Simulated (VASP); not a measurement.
Here is a VASP 6.6.1 calculation.

Contents of INCAR:

```
SYSTEM = Si
PREC     = Accurate       ! precision mode
ENCUT    = 520            ! plane-wave cutoff, eV
EDIFF    = 1E-6           ! SCF threshold, eV
ISMEAR   = 0              ! smearing method
SIGMA    = 0.15           ! smearing width, eV
LREAL    = .FALSE.        ! projectors in reciprocal space
LASPH    = .TRUE.         ! aspherical terms in the spheres
NELM     = 100            ! most SCF steps
ALGO     = Normal         ! electronic algorithm
ISIF     = 2              ! what is computed and relaxed
LWAVE    = .FALSE.        ! write WAVECAR
LCHARG   = .FALSE.        ! write CHGCAR
NBANDS   = 26             ! bands
```

The input KPOINTS:

```
Automatic mesh
0
G
  12 12 12
  0 0 0
```

POSCAR

```
Si
1.0
    0.0000000000      0.0000000000      4.9415225221
    2.6084913959     -4.5180396286      0.0000000000
    2.6084913958      4.5180396287      0.0000000000
Si
8
Direct
   -0.0185505046      0.4814494954      0.0000000000
    0.5000000000      0.5000000000      0.0000000000
    0.0000000000      0.0000000000      0.0000000000
    0.5000000000      0.0000000000      0.0000000000
    0.0000000000      0.5000000000      0.5000000000
    0.5000000000      0.5000000000      0.5000000000
    0.0000000000      0.0000000000      0.5000000000
    0.5000000000      0.0000000000      0.5000000000
```

Potentials or basis: VASP PAW LDA potentials, release 64 (Si).

Run with:

```sh
$ cat potpaw_LDA.64/Si/POTCAR > POTCAR
$ mpirun -np 1 vasp_std > vasp.out
```

(1) Estimate the largest force.

(2) Estimate the pressure.

(3) Estimate the band gap on the k mesh.

## Answers

(1) 0.703 eV/Å.

(2) 0.4 GPa.

(3) zero (bands 16 and 17 overlap by 3.45 eV).

Caveat: the cell differs from its parent crystal (atom 1 (Si) moved +0.133 Å towards its neighbour atom 4 (Si) at 3.593 Å).
